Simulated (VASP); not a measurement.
# Sr: single point with PBE

The system is Sr.

```
Sr
1.0
     0.00000    2.89023    2.89023
     2.89023    0.00000    2.89023
     2.89023    2.89023    0.00000
Sr
1
Direct
  0.00000 0.00000 0.00000
```

This cell differs from its parent crystal: strain -0.050 along x and y, -0.050 along z.

| Item | Value |
| --- | --- |
| Program | VASP 6.6.1 |
| Task | single point |
| Functional | PBE |
| Potentials or basis | VASP PAW PBE potentials, release 64 (Sr_sv) |
| Cutoff | 520 eV |
| k mesh | 14 × 14 × 14 |
| Occupations | gaussian, width 0.15 eV |
| Spin | no spin polarisation |

The pressure is 1.9 GPa. The band gap on the k mesh is 0.08 eV, indirect (least direct gap 0.20 eV).

Levels at points of the mesh, in eV from the valence-band top:
```
           k point  band 2  band 3  band 4  band 5  band 6  band 7  band 8  band 9
(0.00, 0.00, 0.00)  -18.22  -18.22  -18.22   -3.82    2.50    2.50    2.50    4.18
(0.50, 0.00, 0.00)  -18.53  -18.26  -18.26   -1.17    0.27    2.31    2.31    5.39
(0.50, 0.50, 0.00)  -18.51  -18.33  -18.33   -0.78    0.24    1.40    5.40    5.75
```

Wall time 39 s on 1 thread of Intel(R) Xeon(R) Platinum 8259CL CPU @ 2.50GHz (Skylake/Cascade Lake), on a shared host, peak memory 0.2 GiB.

Caveat: the cell differs from its parent crystal (strain -0.050 along x and y, -0.050 along z). A k mesh can miss the band edges.
